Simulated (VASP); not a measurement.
A run of VASP 6.6.1:

POSCAR

```
AlN
1.0
    0.0000000000      2.0345180000      1.8310662000
    2.0345180000      0.0000000000      1.8310662000
    2.0345180000      2.0345180000      0.0000000000
Al N
1 1
Direct
    0.5000000000      0.5000000000      0.5000000000
    0.0000000000      0.0000000000      0.0000000000
```

INCAR.step1

```
SYSTEM = AlN
PREC     = Accurate       ! precision mode
ENCUT    = 520            ! plane-wave cutoff, eV
ISMEAR   = 0              ! smearing method
SIGMA    = 0.05           ! smearing width, eV
LREAL    = .FALSE.        ! projectors in reciprocal space
LASPH    = .TRUE.         ! aspherical terms in the spheres
NELM     = 60             ! most SCF steps
NBANDS   = 11             ! bands
GGA      = PE             ! functional
ALGO     = Normal         ! electronic algorithm
EDIFF    = 1E-4           ! SCF threshold, eV
LWAVE    = .TRUE.         ! write WAVECAR
LCHARG   = .FALSE.        ! write CHGCAR
```

File INCAR.step2:

```
SYSTEM = AlN
PREC     = Accurate       ! precision mode
ENCUT    = 520            ! plane-wave cutoff, eV
EDIFF    = 1E-6           ! SCF threshold, eV
ISMEAR   = 0              ! smearing method
SIGMA    = 0.05           ! smearing width, eV
LREAL    = .FALSE.        ! projectors in reciprocal space
LASPH    = .TRUE.         ! aspherical terms in the spheres
NELM     = 60             ! most SCF steps
ALGO     = Normal         ! electronic algorithm
ISIF     = 2              ! what is computed and relaxed
LWAVE    = .FALSE.        ! write WAVECAR
LCHARG   = .FALSE.        ! write CHGCAR
METAGGA  = R2SCAN         ! meta-GGA
LMIXTAU  = .TRUE.       
NBANDS   = 11             ! bands
ISTART   = 1
```

File KPOINTS:

```
Automatic mesh
0
G
  10 10 10
  0 0 0
```

Potentials or basis: VASP PAW PBE potentials, release 64 (Al, N).

Command:

```sh
$ cat potpaw_PBE.64/Al/POTCAR potpaw_PBE.64/N/POTCAR > POTCAR
$ cp INCAR.step1 INCAR
$ mpirun -np 1 vasp_std > vasp.out
$ cp INCAR.step2 INCAR
$ mpirun -np 1 vasp_std > vasp.out
```

Hardware: 1 thread of Intel Xeon 6975P-C, with other jobs on the host.

Task: How long does it take, and how much memory?

Result: Run time: 77 s on 1 thread of Intel Xeon 6975P-C, on a shared host, peak memory 0.14 GiB. Counts: k points 102.
